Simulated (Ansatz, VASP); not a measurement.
**One calculation of Al2GaSb3, two programs**

File INCAR:

```
SYSTEM = Al2GaSb3
PREC = Accurate
ENCUT = 520
EDIFF = 1E-6
ISMEAR = 0
SIGMA = 0.1
LREAL = .False.
LASPH = .True.
NELM = 100
ALGO = Normal
ISIF = 2
LWAVE = .False.
LCHARG = .False.
GGA = PE
NBANDS = 46
```

The input KPOINTS:

```
regular mesh
0
Gamma
  6 6 1
  0 0 0
```

The input POSCAR:

```
Al2GaSb3
1.0
    4.3860673000      0.0000000000      0.0000000000
   -2.1930337000      3.7984457000      0.0000000000
    0.0000000000      0.0000000000     21.6732778000
Al Ga Sb
4 2 6
Direct
    0.6666667000      0.3333333000      0.1665450000
    0.6666667000      0.3333333000      0.8334200000
    0.3333333000      0.6666667000      0.3334200000
    0.3333333000      0.6666667000      0.6665450000
    0.6666667000      0.3333333000      0.5003590000
    0.3333333000      0.6666667000      0.0003590000
    0.6666667000      0.3333333000      0.2914320000
    0.6666667000      0.3333333000      0.6248250000
    0.6666667000      0.3333333000      0.9583190000
    0.3333333000      0.6666667000      0.1248250000
    0.3333333000      0.6666667000      0.4583190000
    0.3333333000      0.6666667000      0.7914320000
```

Input for Ansatz:

```yaml
crystal:
  lattice:
    - [4.3860673, 0.0, 0.0]
    - [-2.1930337, 3.7984457, 0.0]
    - [0.0, 0.0, 21.6732778]
  atoms:
    - { symbol: Al, position: [0.6666667, 0.3333333, 0.166545] }
    - { symbol: Al, position: [0.6666667, 0.3333333, 0.83342] }
    - { symbol: Al, position: [0.3333333, 0.6666667, 0.33342] }
    - { symbol: Al, position: [0.3333333, 0.6666667, 0.666545] }
    - { symbol: Ga, position: [0.6666667, 0.3333333, 0.500359] }
    - { symbol: Ga, position: [0.3333333, 0.6666667, 0.000359] }
    - { symbol: Sb, position: [0.6666667, 0.3333333, 0.291432] }
    - { symbol: Sb, position: [0.6666667, 0.3333333, 0.624825] }
    - { symbol: Sb, position: [0.6666667, 0.3333333, 0.958319] }
    - { symbol: Sb, position: [0.3333333, 0.6666667, 0.124825] }
    - { symbol: Sb, position: [0.3333333, 0.6666667, 0.458319] }
    - { symbol: Sb, position: [0.3333333, 0.6666667, 0.791432] }
basis:
  ecutwfc: 420
kpoints:
  mp_grid: { grid: [6, 6, 1] }
hamiltonian:
  xc: pbe
scf:
  occupations: { method: gaussian, width: 0.1 }
  lower_state_search: "off"
output:
  forces: true
  stress: true
  eigenvalues: true
```

Alike in both runs: task single point; functional PBE; k mesh 6 × 6 × 1; occupations gaussian, width 0.1 eV; no spin polarisation.

```csv
,VASP,Ansatz
version,VASP 6.6.1,Ansatz 0.2.0
potentials or method,"VASP PAW PBE potentials, release 64 (Al, Ga_d, Sb), cutoff 520 eV","scalar-relativistic, plane waves, PAW"
valence electrons in the cell,68,128
```

Ansatz gave:

```
gap on the k mesh at the Fermi level (eV) : 0.32
least direct gap on the mesh (eV)         : 0.32
pressure (GPa)                            : 0.0
rms of the force components (eV/Å)        : 0.003
```

Problem. Estimate VASP's values.

Solution. gap on the k mesh at the Fermi level (eV): 0.32; least direct gap on the mesh (eV): 0.32; pressure (GPa): 0.1; rms of the force components (eV/Å): 0.004.

Atom by atom the forces differ by 0.003 eV/Å (rms over components). With one functional, cell and mesh, what is left measures potentials, basis and numerics. VASP's potentials hold 68 valence electrons a cell and Ansatz's 128, so a difference there can come from the potentials and not from the codes.

Spin-orbit coupling is off throughout.
